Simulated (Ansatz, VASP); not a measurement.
**Al2Rh: VASP beside Ansatz**

```
Al Rh
1.0
     2.82793    0.00000    0.00000
     0.00000    2.82793    0.00000
     0.00000    0.00000   12.22719
Al Rh
4 2
Direct
  0.00000 0.50000 0.83472
  0.00000 0.50000 0.33472
  0.50000 0.00000 0.66528
  0.50000 0.00000 0.16528
  0.00000 0.00000 0.50000
  0.50000 0.50000 0.00000
```

Change from the starting cell: species swapped into the GeS2 type (P4_2/nmc, No. 137).

Alike in both runs: functional PBE; k mesh 14 × 14 × 4; occupations gaussian, width 0.1 eV; no spin polarisation.

Ansatz relaxed the structure, and its values are those at the end. VASP's run is a single point on that final structure, the one shown.

|  | VASP | Ansatz |
| --- | --- | --- |
| version | VASP 6.6.1 | Ansatz 0.2.0 |
| potentials or method | VASP PAW PBE potentials, release 64 (Al, Rh_pv), cutoff 500 eV | scalar-relativistic, plane waves, PAW |
| valence electrons in the cell | 42 | 46 |

```tsv
	VASP	Ansatz	Ansatz less VASP
gap on the k mesh at the Fermi level (eV)	none	none	-
pressure (GPa)	0.0	0.0	-0.01
rms of the force components (eV/Å)	0.007	0.001	-0.0065
```

A gap of «none» marks a metal or a gap that the smearing closes. VASP's potentials hold 42 valence electrons a cell and Ansatz's 46, so a difference there can come from the potentials and not from the codes.
